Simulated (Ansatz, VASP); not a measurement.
Two plane-wave programs on AlN

```
CELL_PARAMETERS angstrom
3.11300 0.00000 0.00000
-1.55650 2.69594 0.00000
0.00000 0.00000 4.98100
ATOMIC_POSITIONS crystal
Al 0.33333 0.66667 0.99902
Al 0.66667 0.33333 0.49902
N 0.33333 0.66667 0.38098
N 0.66667 0.33333 0.88098
```

Alike in both runs: functional PBE; k mesh 11 × 11 × 6; occupations fermi-dirac, width 0.02 eV; no spin polarisation.

Ansatz relaxed the structure, and its values are those at the end. VASP's run is a single point on that final structure, the one shown.

```csv
,VASP,Ansatz
version,VASP 6.6.1,Ansatz 0.2.0
potentials or method,"VASP PAW PBE potentials, release 64 (Al, N)","plane-wave PAW, scalar-relativistic"
plane-wave cutoff (eV),520,420
valence electrons in the cell,16,16
```

Ansatz gave:

- gap on the k mesh at the Fermi level (eV): 4.18
- pressure (GPa): 3.7

Task: Which values does VASP return?

Result: gap on the k mesh at the Fermi level (eV): 4.19; pressure (GPa): 3.4.

Ansatz's warnings: stress scf threshold loose.
